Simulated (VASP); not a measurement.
# NiMoIrPdW: single point with PBEsol

Crystal: NiMoIrPdW.

```xyz
5
Lattice="-1.3700 1.3700 9.7165 1.3700 -1.3700 9.7165 1.3700 1.3700 -9.7165" Properties=species:S:1:pos:R:3 pbc="T T T"
Ni    0.0000    0.0000    3.8598
Mo    0.0000    0.0000   11.8389
Pd    0.0000    0.0000   15.4123
Ir    0.0000    0.0000    7.7623
W     0.0000    0.0000   19.3484
```

```json
{
 "Program": "VASP 6.6.1",
 "Task": "single point",
 "Functional": "PBEsol",
 "Potentials or basis": "VASP PAW PBE potentials, release 64 (Ni, Mo_sv, Pd, Ir, W_sv)",
 "Cutoff": "520 eV",
 "k mesh": "9 × 9 × 9",
 "Occupations": "fermi-dirac, width 0.05 eV",
 "Spin": "collinear spin, ferromagnetic start",
 "Starting moments": "[1.0, 1.0, 0.0, 0.6, 0.0] μB",
 "Dipole correction": "no",
 "Further INCAR settings": "ALGO = Normal; EDIFF = 1e-06; NBANDS = 40"
}
```

| Property | Result |
| --- | --- |
| Pressure | -8.6 GPa |
| Largest force | 0.203 eV/Å |
| Net moment | 0.00 μB per cell |
| Valence electrons inside the program's atomic spheres | Ni 9.28; Mo 12.43; Pd 9.46; Ir 8.38; W 12.07 |

Forces in eV/Å, atoms in the order of the input:
```
Ni   0.000  0.000 -0.040
Mo   0.000  0.000  0.044
Pd   0.000  0.000 -0.036
Ir   0.000  0.000  0.203
W    0.000  0.000 -0.171
```

Stress tensor (GPa, compression positive):
```
-8.23  0.00  0.00
 0.00 -8.23  0.00
 0.00  0.00 -9.28
```

Levels at points of the mesh, in eV from the Fermi level:
Spin up:
```
           k point  band 25  band 26  band 27  band 28  band 29  band 30  band 31  band 32  band 33  band 34
(0.00, 0.00, 0.00)    -1.00    -0.84    -0.84    -0.60     0.17     0.35     1.18     1.30     1.30     2.03
```
Spin down:
```
           k point  band 27  band 28  band 29  band 30  band 31  band 32
(0.00, 0.00, 0.00)    -0.84    -0.60     0.17     0.35     1.18     1.30
```

It took 70 min on 1 thread of Intel(R) Xeon(R) 6975P-C (Granite Rapids) (shared host), peak memory 1.7 GiB.

Caveat: the cell stands under tension; the moments typed at the start vanished in this run; the PAW data sets were made with another functional, which shifts forces and pressure a little; spin-orbit coupling is left out, which moves the levels of the heavy elements.
